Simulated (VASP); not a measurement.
Write the native input for VASP 6.6.1 that does the following.

| Item | Value |
| --- | --- |
| Task | relaxation of cell and atoms |
| Functional | PBEsol |
| Potentials or basis | VASP PAW PBE potentials, release 64 (Sb) |
| Cutoff | 600 eV |
| k mesh | 12 × 12 × 12 |
| Occupations | fermi-dirac, width 0.05 eV |
| Spin | no spin polarisation |
| Target pressure | 5 GPa |
| Dipole correction | no |
| Further INCAR settings | ALGO = Normal; EDIFF = 1e-06; IBRION = 2; EDIFFG = -0.005; NSW = 80; ISIF = 3 |

The structure of Sb lies in POSCAR:

```
Sb
1.0
   -1.5765401831      1.5765401831      2.7119384313
    1.5765401831     -1.5765401831      2.7119384313
    1.5765401831      1.5765401831     -2.7119384313
Sb
1
Direct
    0.0000000000      0.0000000000      0.0000000000
```

The input as run:

INCAR

```
ALGO = Normal
EDIFF = 1E-6
EDIFFG = -0.005
ENCUT = 600
GGA = PS
IBRION = 2
ISIF = 3
ISMEAR = -1
LASPH = T
LCHARG = F
LREAL = F
LWAVE = F
NELM = 100
NSW = 80
PREC = Accurate
PSTRESS = 50.0
SIGMA = 0.05
```

KPOINTS

```
k-points
0
Gamma
  12 12 12
```

Potentials or basis: VASP PAW PBE potentials, release 64 (Sb).

The run is started by

```bash
$ cat potpaw_PBE.64/Sb/POTCAR > POTCAR
$ mpirun -np 1 vasp_std > vasp.out
```

It gave:

```yaml
Relaxed_volume: 24.70 Å³/atom
Relaxed_cell: a = 3.362 Å, b = 3.362 Å, c = 3.362 Å, α = 124.70°, β = 124.70°, γ = 82.04°
Space_group_after_relaxing_to_0.1_Å: I4/mmm (No. 139)
Energy_change_on_relaxing_the_run_minimises_the_enthalpy: +17.6 meV/atom
Ionic_steps: 16
Pressure_after_relaxing: 5.0 GPa
Band_gap_on_the_k_mesh: zero (an odd number of electrons rules out a gap without spin polarisation)
```

Caveat: the cell is relaxed towards a set pressure, so the run minimises the enthalpy, not the energy; the PAW data sets were made with another functional, which shifts forces and pressure a little; spin-orbit coupling is left out, which moves the levels of the heavy elements.

It took 4.3 min on 1 thread of Intel Xeon 8259CL, on a shared host, peak memory 0.19 GiB.
